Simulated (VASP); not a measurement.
A run of VASP 6.6.1 is set up as follows.

Contents of INCAR:

```
  PREC = Accurate
  ENCUT = 520
  EDIFF = 1E-6
  ISMEAR = -1
  SIGMA = 0.02
  LREAL = False
  LASPH = True
  NELM = 100
  ALGO = Normal
  ISIF = 2
  LWAVE = False
  LCHARG = False
  GGA = PE
  NBANDS = 20
```

File KPOINTS:

```
regular mesh
0
Gamma
  8 8 8
```

POSCAR

```
CdF2
1.0
    0.0000000000      2.6825809990      2.6825809990
    2.6825809990      0.0000000000      2.6825809990
    2.6825809990      2.6825809990      0.0000000000
Cd F
1 2
Direct
    0.0000000000      0.0000000000      0.0000000000
    0.2500000000      0.2500000000      0.2500000000
    0.7500000000      0.7500000000      0.7500000000
```

Potentials or basis: VASP PAW PBE potentials, release 64 (Cd, F).

Run with:

```bash
$ cat potpaw_PBE.64/Cd/POTCAR potpaw_PBE.64/F/POTCAR > POTCAR
$ mpirun -np 1 vasp_std > vasp.out
```

(1) What does it give for the band gap on the k mesh?

(2) Estimate the pressure.

## Answers

(1) 3.11 eV (least direct gap 3.60 eV).

(2) 7.8 GPa.

Caveat: the cell stands under pressure.
